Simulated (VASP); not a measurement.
BaTiO3:

```
Ba Ti O
1.0
     3.99980    0.00000    0.00000
     0.00000    3.99980    0.00000
     0.00000    0.00000    4.01800
Ba Ti O
1 1 3
Direct
  0.00000 0.00000 0.00000
  0.50000 0.50000 0.49000
  0.00000 0.50000 0.51700
  0.50000 0.00000 0.51700
  0.50000 0.50000 0.01900
```

| Quantity | Value |
| --- | --- |
| Program | VASP 6.6.1 |
| Task | relaxation of cell and atoms |
| Functional | BLYP |
| Potentials or basis | VASP PAW PBE potentials, release 64 (Ba_sv, Ti_sv, O) |
| Cutoff | 600 eV |
| k mesh | 7 × 7 × 7 |
| Occupations | fermi-dirac, width 0.05 eV |
| Spin | no spin polarisation |

At the start: pressure 9.8 GPa; volume 12.86 Å³/atom.

Q: How do energy, volume and symmetry change on relaxing?

A: Over 45 steps the energy falls by 39.6 meV/atom and the volume is 14.35 Å³/atom (+11.6 %); space group P4mm (No. 99, to 0.05 Å).

The path:
| step | energy change (eV) | largest force (eV/Å) | pressure (GPa) | volume (Å³) |
| --- | --- | --- | --- | --- |
| 1 | 0.0000 | 0.1971 | 9.83 | 64.28 |
| 3 | -0.1163 | 0.5072 | -0.23 | 68.26 |
| 5 | -0.1318 | 0.3541 | 0.11 | 68.36 |
| 7 | -0.1545 | 0.1520 | 0.34 | 69.14 |
| 9 | -0.1792 | 0.2015 | -0.49 | 70.36 |
| 11 | -0.1848 | 0.1762 | 0.75 | 69.95 |
| 13 | -0.1887 | 0.1419 | 0.84 | 70.10 |
| 15 | -0.1926 | 0.2226 | 0.20 | 70.77 |
| 17 | -0.1943 | 0.1612 | -0.37 | 71.05 |
| 19 | -0.1956 | 0.0849 | 0.20 | 70.92 |
| 21 | -0.1962 | 0.0486 | 0.21 | 71.10 |
| 23 | -0.1965 | 0.0290 | -0.36 | 71.47 |
| 25 | -0.1968 | 0.0260 | -0.20 | 71.42 |
| 27 | -0.1969 | 0.0704 | 0.04 | 71.54 |
| 29 | -0.1973 | 0.0439 | 0.15 | 71.44 |
| 31 | -0.1974 | 0.0320 | 0.14 | 71.51 |
| 33 | -0.1976 | 0.0351 | -0.07 | 71.65 |
| 35 | -0.1977 | 0.0345 | -0.04 | 71.65 |
| 37 | -0.1977 | 0.0055 | 0.12 | 71.60 |
| 39 | -0.1977 | 0.0050 | 0.10 | 71.61 |
| 41 | -0.1978 | 0.0171 | 0.03 | 71.69 |
| 43 | -0.1978 | 0.0271 | -0.07 | 71.75 |
| 45 | -0.1978 | 0.0065 | 0.01 | 71.75 |

Final structure:
```yaml
crystal:
  lattice:
    - [3.99898, 0.00000, 0.00000]
    - [0.00000, 3.99898, 0.00000]
    - [0.00000, 0.00000, 4.48686]
  atoms:
    - { symbol: Ba, position: [0.00000, 0.00000, 0.97227] }
    - { symbol: Ti, position: [0.50000, 0.50000, 0.46107] }
    - { symbol: O, position: [0.00000, 0.50000, 0.52499] }
    - { symbol: O, position: [0.50000, 0.00000, 0.52499] }
    - { symbol: O, position: [0.50000, 0.50000, 0.05969] }
```

Caveat: the PAW data sets were made with another functional, which shifts forces and pressure a little; the volume moved by +12 % from the deposited cell, more than functionals usually miss.
